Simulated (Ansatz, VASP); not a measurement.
**Two plane-wave programs on AlN**

The input INCAR:

```
SYSTEM = AlN
ALGO = Normal
EDIFF = 1E-6
EDIFFG = -0.001
ENCUT = 520
IBRION = 2
ISIF = 2
ISMEAR = 0
LASPH = .True.
LCHARG = .False.
LREAL = .False.
LWAVE = .False.
NELM = 80
NSW = 80
PREC = Accurate
SIGMA = 0.01
```

File KPOINTS:

```
k-points
0
Gamma
  9 9 6
  0 0 0
```

File POSCAR:

```
AlN
1.0
    3.1089531000      0.0000000000      0.0000000000
   -1.5544765500      2.6924323638      0.0000000000
    0.0000000000      0.0000000000      4.9805019000
Al N
2 2
Direct
    0.3333333333      0.6666666667      0.0000000000
    0.6666666667      0.3333333333      0.5000000000
    0.3333333333      0.6666666667      0.3800000000
    0.6666666667      0.3333333333      0.8800000000
```

Input for Ansatz:

```yaml
crystal:
  lattice:
    - [3.1089531, 0.0, 0.0]
    - [-1.55447655, 2.6924323638, 0.0]
    - [0.0, 0.0, 4.9805019]
  atoms:
    - { symbol: Al, position: [0.3333333333, 0.6666666667, 0.0] }
    - { symbol: Al, position: [0.6666666667, 0.3333333333, 0.5] }
    - { symbol: "N", position: [0.3333333333, 0.6666666667, 0.38] }
    - { symbol: "N", position: [0.6666666667, 0.3333333333, 0.88] }
scf:
  occupations: { method: fixed }
output:
  forces: true
  stress: true
  eigenvalues: true
hamiltonian:
  xc: lda
relax:
  f_tol: 0.001
  max_steps: 60
kpoints:
  mp_grid: { grid: [9, 9, 6] }
```

Alike in both runs: task relaxation of the atoms; functional LDA; k mesh 9 × 9 × 6; no spin polarisation.

|  | VASP | Ansatz |
| --- | --- | --- |
| version | VASP 6.6.1 | Ansatz 0.2.0 |
| potentials or method | VASP PAW LDA potentials, release 64 (Al, N) | scalar-relativistic, plane waves, PAW |
| plane-wave cutoff (eV) | 520 | 420 |
| occupations | gaussian, width 0.01 eV | fixed |
| valence electrons in the cell | 16 | 16 |

```tsv
	VASP	Ansatz	Ansatz less VASP
gap on the k mesh at the Fermi level, each at its own relaxed structure (eV)	4.25	4.24	-0.007
```

LDA's correlation is that of Perdew and Zunger in VASP and of Perdew and Wang (1992) in Ansatz. Ansatz's warnings: stress scf threshold loose.
